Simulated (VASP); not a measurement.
# Au (Fm-3m) in VASP: single point with LDA

Aim: the single point of Au with LDA.

All numbers are computed with VASP 6.6.1; they aren't measurements. Logs are shortened: lines on timing, memory, paths and dates and some standing lists are left out, and cuts for length are marked.

**1. The cell of the first run**

It takes space group Fm-3m (No. 225, cubic). Conventional cell: a = 4.070 Å, b = 4.070 Å, c = 4.070 Å, α = 90.00°, β = 90.00°, γ = 90.00°. Within 3.8 Å of Au (site symmetry m-3m) lie 12 Au at 2.88 Å.

**2. Single point, LDA**

The input, INCAR:

```
SYSTEM = Au
PREC = Accurate
ENCUT = 500
EDIFF = 1E-6
ISMEAR = -1
SIGMA = 0.05
LREAL = .FALSE.
LASPH = .TRUE.
NELM = 120
ALGO = Normal
ISIF = 2
LWAVE = .FALSE.
LCHARG = .FALSE.
NBANDS = 12
GGA_COMPAT = .FALSE.
```

The input, KPOINTS:

```
regular mesh
0
G
  9 9 9
  0 0 0
```

The input, POSCAR:

```
Au
1.0
    0.0000000000      2.0350000000      2.0350000000
    2.0350000000      0.0000000000      2.0350000000
    2.0350000000      2.0350000000      0.0000000000
Au
1
Direct
    0.0000000000      0.0000000000      0.0000000000
```

Potentials or basis: VASP PAW LDA potentials, release 64 (Au).

Launch:

```sh
$ cat potpaw_LDA.64/Au/POTCAR > POTCAR
$ mpirun -np 1 vasp_std > vasp.out
```

OUTCAR:

```text
SYSTEM = Au
   PREC = Accurate
   ENCUT = 500
   EDIFF = 1E-6
   ISMEAR = -1
   LREAL = .FALSE.
   LASPH = .TRUE.
   NELM = 120
   ISIF = 2

 ion  position               nearest neighbor table
   1  0.000  0.000  0.000-

  LATTYP: Found a face centered cubic cell.
 ALAT       =     4.0700000000

  Lattice vectors:

 A1 = (   0.0000000000,   2.0350000000,   2.0350000000)
 A2 = (   2.0350000000,   0.0000000000,   2.0350000000)
 A3 = (   2.0350000000,   2.0350000000,   0.0000000000)

Analysis of symmetry for initial positions (statically):
=====================================================================
 Subroutine PRICEL returns:
 Original cell was already a primitive cell.

 Routine SETGRP: Setting up the symmetry group for a
 face centered cubic supercell.

 Subroutine GETGRP returns: Found 48 space group operations
 (whereof 48 operations were pure point group operations)
 out of a pool of 48 trial point group operations.

The static configuration has the point symmetry O_h .

Analysis of symmetry for dynamics (positions and initial velocities):
=====================================================================
 Subroutine PRICEL returns:
 Original cell was already a primitive cell.

 Routine SETGRP: Setting up the symmetry group for a
 face centered cubic supercell.

 Subroutine GETGRP returns: Found 48 space group operations
 (whereof 48 operations were pure point group operations)
 out of a pool of 48 trial point group operations.

The dynamic configuration has the point symmetry O_h .

 Subroutine INISYM returns: Found 48 space group operations
 (whereof 48 operations are pure point group operations),
 and found     1 'primitive' translations

----------------------------------------------------------------------------------------

                                     Primitive cell

  volume of cell :      16.8548

  direct lattice vectors                    reciprocal lattice vectors
     0.000000000  2.035000000  2.035000000    -0.245700246  0.245700246  0.245700246
     2.035000000  0.000000000  2.035000000     0.245700246 -0.245700246  0.245700246
     2.035000000  2.035000000  0.000000000     0.245700246  0.245700246 -0.245700246

  length of vectors
     2.877924599  2.877924599  2.877924599     0.425565309  0.425565309  0.425565309

  position of ions in fractional coordinates (direct lattice)
     0.000000000  0.000000000  0.000000000

  ion indices of the primitive-cell ions
   primitive index   ion index
                 1           1

----------------------------------------------------------------------------------------

 KPOINTS: regular mesh

Automatic generation of k-mesh.
 Grid dimensions read from file:
 generate k-points for:    9    9    9

 Generating k-lattice:

  Cartesian coordinates                     Fractional coordinates (reciprocal lattice)
    -0.027300027  0.027300027  0.027300027     0.111111111  0.000000000  0.000000000
     0.027300027 -0.027300027  0.027300027     0.000000000  0.111111111  0.000000000
     0.027300027  0.027300027 -0.027300027     0.000000000  0.000000000  0.111111111

  Length of vectors
     0.047285034  0.047285034  0.047285034

  Shift w.r.t. Gamma in fractional coordinates (k-lattice)
     0.000000000  0.000000000  0.000000000

 Subroutine IBZKPT returns following result:
 ===========================================

 Found     35 irreducible k-points:

 Following reciprocal coordinates:
            Coordinates               Weight
  0.000000  0.000000  0.000000      1.000000
  0.111111  0.000000  0.000000      8.000000
  0.222222  0.000000  0.000000      8.000000
  0.333333  0.000000  0.000000      8.000000
  0.444444  0.000000  0.000000      8.000000
  0.111111  0.111111  0.000000      6.000000
[... 16 lines left out ...]
 -0.333333  0.333333  0.000000     12.000000
  0.444444  0.444444  0.000000      6.000000
 [... further k-points ...]
   k-points           NKPTS =     35   k-points in BZ     NKDIM =     35   number of bands    NBANDS=     12
   number of dos      NEDOS =    301   number of ions     NIONS =      1
   total plane-waves  NPLWV =  13824
   dimension x,y,z NGX =    24 NGY =   24 NGZ =   24
   dimension x,y,z NGXF=    48 NGYF=   48 NGZF=   48
   ions per type =               1
   NGX,Y,Z   is equivalent  to a cutoff of  13.86, 13.86, 13.86 a.u.
   NGXF,Y,Z  is equivalent  to a cutoff of  27.73, 27.73, 27.73 a.u.
 SYSTEM =  Au
   PREC   = accura    normal or accurate (medium, high low for compatibility)
   ISTART =      0    job   : 0-new  1-cont  2-samecut
   ICHARG =      2    charge: 1-file 2-atom 10-const
   ISPIN  =      1    spin polarized calculation?
   LNONCOLLINEAR =      F non collinear calculations
   LSORBIT =      F    spin-orbit coupling
   LASPH  =      T    aspherical Exc in radial PAW
   ENCUT  =  500.0 eV  36.75 Ry    6.06 a.u.   5.25  5.25  5.25*2*pi/ulx,y,z
   NELM   =    120;   NELMIN=  2; NELMDL= -5     # of ELM steps
   EDIFF  = 0.1E-05   stopping-criterion for ELM
   LREAL  =      F    real-space projection
   EDIFFG = 0.1E-04   stopping-criterion for IOM
   NSW    =      0    number of steps for IOM
   IBRION =     -1    ionic relax: 0-MD 1-quasi-New 2-CG
   NFREE  =      0    steps in history (QN), initial steepest desc. (CG)
   ISIF   =      2    stress and relaxation
   ISYM   =      2    0-nonsym 1-usesym 2-fastsym
   POTIM  = 0.5000    time-step for ionic-motion
   TEBEG  =    0.0;   TEEND  =   0.0 temperature during run
   PSTRESS=    0.0 pullay stress
   NELECT =      11.0000    total number of electrons
   NUPDOWN=      -1.0000    fix difference up-down
   EMIN   =  10.00;   EMAX   =-10.00  energy-range for DOS
   EFERMI =   0.00;   METHOD = LEGACY
   ISMEAR =    -1;   SIGMA  =   0.05  broadening in eV -4-tet -1-fermi 0-gaus
   EFERMI_NEDOS =   21; number of points for ismear=-14 and -15
   IALGO  =     38    algorithm
   IMIX   =      4    mixing-type and parameters
     AMIX     =   0.40;   BMIX     =  1.00
     AMIX_MAG =   1.60;   BMIX_MAG =  1.00
  volume/ion in A,a.u.               =      16.85       113.74
  Fermi-wavevector in a.u.,A,eV,Ry     =   1.420032  2.683470 27.436005  2.016489
  Thomas-Fermi vector in A             =   2.540990
   LORBIT       =      0    0 simple, 1 ext, 2 COOP (PROOUT), +10 PAW based schemes
   GGA     = CA    functional components
   LHFCALC =     F    Hartree Fock is set to
   AEXX    =    0.0000 exact exchange contribution
   IVDW    =     0    specifies the selected vdW correction
   LEPSILON=     F    determine dielectric tensor
   LRPA    =     F    only Hartree local field effects (RPA)
 non-spin polarized calculation
  energy-cutoff  :      500.00
  volume of cell :       16.85
 maximum number of plane-waves:       440
 NGX is ok and might be reduce to    24
   NGX = 11   NGY = 11   NGZ = 11

 number of electron      10.9999999 magnetization

 Free energy of the ion-electron system (eV)
  ---------------------------------------------------
  ext. energy  EPLUGINS =         0.00000000
  ---------------------------------------------------
  free energy    TOTEN  =        -4.46852872 eV

  energy without entropy =       -4.46803005  energy(sigma->0) =       -4.46827939

 E-fermi :   9.4245     XC(G=0): -13.0460

 val. band max:        9.0710541632   @ k =   0.4444   0.3333   0.0000
 cond. band min:       9.4783385503   @ k =   0.4444   0.4444   0.0000
 fundamental gap:      0.4072843872
 Fermi energy:         9.4244952927

 k-point     1 :       0.0000    0.0000    0.0000
  band No.  band energies     occupation
      1      -0.5584      2.00000
      2       4.7080      2.00000
      3       4.7080      2.00000
      4       4.7080      2.00000
      5       6.2757      2.00000
      6       6.2757      2.00000
      7      23.9462      0.00000
      8      27.9600      0.00000
      9      27.9600      0.00000
     10      27.9600      0.00000
     11      33.0245      0.00000
     12      37.7270      0.00000

 k-point     2 :       0.1111    0.0000    0.0000
  band No.  band energies     occupation
      1      -0.1307      2.00000
      2       4.5778      2.00000
      3       4.8466      2.00000
      4       4.8466      2.00000
      5       6.2212      2.00000
      6       6.2212      2.00000
      7      24.3928      0.00000
      8      25.7981      0.00000
      9      28.4731      0.00000
     10      28.4731      0.00000
     11      33.3712      0.00000
     12      35.6638      0.00000

 k-point     3 :       0.2222    0.0000    0.0000
  band No.  band energies     occupation
      1       0.9651      2.00000
      2       4.4790      2.00000
      3       5.0085      2.00000
      4       5.0085      2.00000
      5       6.3312      2.00000
      6       6.3312      2.00000
      7      21.7529      0.00000
      8      25.1628      0.00000
      9      29.4707      0.00000
     10      29.4707      0.00000
     11      31.1934      0.00000
     12      32.8552      0.00000

 k-point     4 :       0.3333    0.0000    0.0000
  band No.  band energies     occupation
      1       1.8640      2.00000
      2       4.8669      2.00000
      3       4.8669      2.00000
      4       5.4284      2.00000
      5       6.8986      2.00000
      6       6.8986      2.00000
      7      17.3892      0.00000
      8      24.3080      0.00000
      9      28.3330      0.00000
     10      28.3330      0.00000
     11      32.7044      0.00000
     12      33.0331      0.00000

 k-point     5 :       0.4444    0.0000    0.0000
  band No.  band energies     occupation
      1       2.0191      2.00000
      2       4.6985      2.00000
      3       4.6985      2.00000
      4       7.4270      2.00000
      5       7.4270      2.00000
      6       7.7396      2.00000
      7      13.4540      0.00000
      8      23.5090      0.00000
      9      26.7940      0.00000
     10      26.7940      0.00000
     11      34.3527      0.00000
     12      34.3527      0.00000
[... 228 lines left out ...]
      1       2.6190      2.00000
      2       2.9837      2.00000
      3       6.2309      2.00000
      4       6.7958      2.00000
      5       7.5920      2.00000
      6       9.0711      1.99830
      7      17.8213      0.00000
      8      20.2647      0.00000
      9      21.0662      0.00000
     10      27.1682      0.00000
     11      29.5983      0.00000
     12      36.6691      0.00000

 k-point    22 :      -0.4444    0.3333    0.0000
  band No.  band energies     occupation
      1       2.8293      2.00000
      2       3.4144      2.00000
      3       5.6732      2.00000
      4       6.5339      2.00000
      5       7.5441      2.00000
      6      12.2479      0.00000
      7      14.4428      0.00000
      8      18.2591      0.00000
      9      21.7567      0.00000
     10      27.1789      0.00000
     11      32.5874      0.00000
     12      35.7067      0.00000

 k-point    23 :      -0.3333    0.3333    0.0000
  band No.  band energies     occupation
      1       3.2001      2.00000
      2       4.0311      2.00000
      3       4.9064      2.00000
      4       6.1553      2.00000
      5       7.0435      2.00000
      6      11.8874      0.00000
      7      15.9407      0.00000
      8      16.6732      0.00000
      9      23.7904      0.00000
     10      26.5361      0.00000
     11      34.7174      0.00000
     12      35.1778      0.00000

 k-point    24 :       0.4444    0.4444    0.0000
  band No.  band energies     occupation
      1       2.3295      2.00000
      2       2.6544      2.00000
      3       7.4279      2.00000
      4       7.6910      2.00000
      5       7.6910      2.00000
      6       9.4783      0.50820
      7      16.4789      0.00000
      8      19.7305      0.00000
      9      19.7305      0.00000
     10      26.7241      0.00000
     11      29.3433      0.00000
     12      37.0707      0.00000

 [... further k-points ...]

------------------------ aborting loop because EDIFF is reached ----------------------------------------

  FORCE on cell =-STRESS in cart. coord.  units (eV):
  Direction    XX          YY          ZZ          XY          YZ          ZX
  --------------------------------------------------------------------------------------
  -------------------------------------------------------------------------------------
  Total       -0.2785438     -0.2785438     -0.2785438     -0.0000000      0.0000000      0.0000000
  in kB      -26.4777353    -26.4777353    -26.4777353     -0.0000000      0.0000000      0.0000000
  external PRESSURE =     -26.4777353 kB  Pullay stress =       0.0000000 kB

 VOLUME and BASIS-vectors are now :
 -----------------------------------------------------------------------------
  energy-cutoff  :      500.00
  volume of cell :       16.85
      direct lattice vectors                 reciprocal lattice vectors
     0.000000000  2.035000000  2.035000000    -0.245700246  0.245700246  0.245700246
     2.035000000  0.000000000  2.035000000     0.245700246 -0.245700246  0.245700246
     2.035000000  2.035000000  0.000000000     0.245700246  0.245700246 -0.245700246

 POSITION                                       TOTAL-FORCE (eV/Angst)
 -----------------------------------------------------------------------------------
      0.00000      0.00000      0.00000         0.000000      0.000000      0.000000
 -----------------------------------------------------------------------------------
    total drift:                               -0.000000      0.000000     -0.000000

  FREE ENERGIE OF THE ION-ELECTRON SYSTEM (eV)
  ---------------------------------------------------
  free  energy   TOTEN  =        -4.4685287215 eV

  energy  without entropy=       -4.4680300522  energy(sigma->0) =       -4.46827939
```

Run time: 7.5 s. Hardware: 1 thread of Intel Xeon Platinum 8259CL at 2.50GHz (Skylake/Cascade Lake), shared host; peak memory 0.13 GiB.

Results:

| Property | Result |
| --- | --- |
| Free energy | -4.4685 eV |
| Pressure | -2.6 GPa |

Levels at points of the mesh, in eV from the Fermi level:
```csv
k point,band 2,band 3,band 4,band 5,band 6,band 7,band 8,band 9,band 10,band 11
"(0.00, 0.00, 0.00)",-4.72,-4.72,-4.72,-3.15,-3.15,14.52,18.54,18.54,18.54,23.60
```

Caveat: spin-orbit coupling is left out, which moves the levels of the heavy elements.
